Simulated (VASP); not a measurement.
Runs of VASP 6.6.1 on BPd4. The structure is that of space group Pmm2 (No. 25), or close to it. The cells are those of the table. 

```tsv
level	spin	cell	k mesh	cutoff (eV)	smearing	gap on the mesh (eV)	pressure (GPa)	largest force (eV/Å)
r2SCAN	off	a = 2.846, b = 4.296, c = 5.763 Å, 5 atoms	6 × 4 × 4	690	gaussian 0.1 eV	none	(a)	0.23
PBE	off	a = 2.892, b = 4.365, c = 5.856 Å, 5 atoms	6 × 4 × 4	630	gaussian 0.0051 eV	none	-1.7	0.28
PBE+D3(BJ)	collinear	a = 2.892, b = 4.365, c = 5.856 Å, 5 atoms	3 × 2 × 2	630	gaussian 0.1 eV	none	(b)	0.49
PBE	off	a = 2.892, b = 4.365, c = 5.856 Å, 5 atoms	3 × 4 × 2, shifted	630	gaussian 0.1 eV	none	-1.5	0.34
PBE	off	a = 2.882, b = 4.350, c = 5.837 Å, 5 atoms	6 × 4 × 4	630	gaussian 0.1 eV	none	-0.1	0.23
```

Alike in all rows: task single point; potentials or basis VASP PAW PBE potentials, release 64 (B, Pd_sv_GW).

Problem. Estimate the missing entries.

Solution. (a) 3.3; (b) -7.1.

Caveats: all runs use coarse meshes; the PAW data sets were made with another functional, which shifts forces and pressure a little (at least some runs).

A k mesh can miss the band edges, and the runs leave out spin-orbit coupling on Pd.

A gap of «none» marks levels without a gap at the run's occupations.
